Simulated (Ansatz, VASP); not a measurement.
One calculation of Pb, two programs

INCAR

```
ALGO = Normal ; EDIFF = 1E-6
EDIFFG = -0.04 ; ENCUT = 600
GGA = PS ; IBRION = 2
ISIF = 3 ; ISMEAR = 0
LASPH = True ; LCHARG = False
LREAL = False ; LWAVE = False
NELM = 100 ; NSW = 90
PREC = Accurate ; SIGMA = 0.1
```

The input KPOINTS:

```
k-points
0
Gamma
  6 6 6
```

File POSCAR:

```
Pb
1.0
    0.0000000000      2.7905295365      6.1224569168
    1.8228596837      0.0000000000      6.1224569168
    1.8228596837      2.7905295365      0.0000000000
Pb
2
Direct
    0.8644648412      0.8644648412      0.1355351588
    0.1355351588      0.1355351588      0.8644648412
```

Input for Ansatz:

```yaml
crystal:
  lattice:
    - [0.0, 2.7905295365, 6.1224569168]
    - [1.8228596837, 0.0, 6.1224569168]
    - [1.8228596837, 2.7905295365, 0.0]
  atoms:
    - { symbol: Pb, position: [0.8644648412, 0.8644648412, 0.1355351588] }
    - { symbol: Pb, position: [0.1355351588, 0.1355351588, 0.8644648412] }
basis:
  ecutwfc: 420
kpoints:
  mp_grid: { grid: [6, 6, 6] }
hamiltonian:
  xc: pbesol
scf:
  occupations: { method: gaussian, width: 0.1 }
  lower_state_search: "off"
output:
  forces: true
  stress: true
  eigenvalues: true
relax:
  adjacent_minimum: "off"
  f_tol: 0.04
  max_steps: 70
  cell: { stress_tol: 0.4 }
```

Alike in both runs: task relaxation of cell and atoms; functional PBEsol; k mesh 6 × 6 × 6; occupations gaussian, width 0.1 eV; no spin polarisation.

```csv
,VASP,Ansatz
version,VASP 6.6.1,Ansatz 0.2.0
potentials or method,"VASP PAW PBE potentials, release 64 (Pb_d), cutoff 600 eV","scalar-relativistic, plane waves, PAW"
valence electrons in the cell,28,28
```

VASP gave:

* gap on the k mesh at the Fermi level, each at its own relaxed structure (eV): none
* relaxed volume (Å³/atom): 30.80
* relaxed cell length with the largest relative difference (Å): 7.040

Q: Estimate Ansatz's values.

A: gap on the k mesh at the Fermi level, each at its own relaxed structure (eV): none; relaxed volume (Å³/atom): 30.84; relaxed cell length with the largest relative difference (Å): 6.719.

VASP's potentials were made for PBE, not for PBEsol. A gap of «none» marks a metal or a gap that the smearing closes.

Spin-orbit coupling is off throughout.
